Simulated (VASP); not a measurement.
A run of VASP 6.6.1:

Contents of INCAR:

```
PREC = Accurate
ENCUT = 520
EDIFF = 1E-6
ISMEAR = -1
SIGMA = 0.1
LREAL = False
LASPH = True
NELM = 100
ALGO = Normal
ISIF = 2
LWAVE = False
LCHARG = False
NBANDS = 10
```

KPOINTS

```
regular mesh
0
Gamma
  24 24 5
```

The input POSCAR:

```
B
1.0
    1.6497429064      0.0000000000      0.0000000000
   -0.8248714532      1.4287192667      0.0000000000
    0.0000000000      0.0000000000      6.7440766275
B
2
Direct
    0.3333333333      0.6666666667      0.2500000000
    0.6666666667      0.3333333333      0.7500000000
```

Potentials or basis: VASP PAW LDA potentials, release 64 (B).

The run is started by

```console
$ cat potpaw_LDA.64/B/POTCAR > POTCAR
$ mpirun -np 1 vasp_std > vasp.out
```

Hardware: 1 thread of Intel(R) Xeon(R) 6975P-C (Granite Rapids), with other jobs on the host.

Q: Estimate the wall time of this run.

A: Wall time 6.8 s on 1 thread of Intel(R) Xeon(R) 6975P-C (Granite Rapids) (shared host), peak memory 0.13 GiB. Counts: scf iterations 12, k points 183.
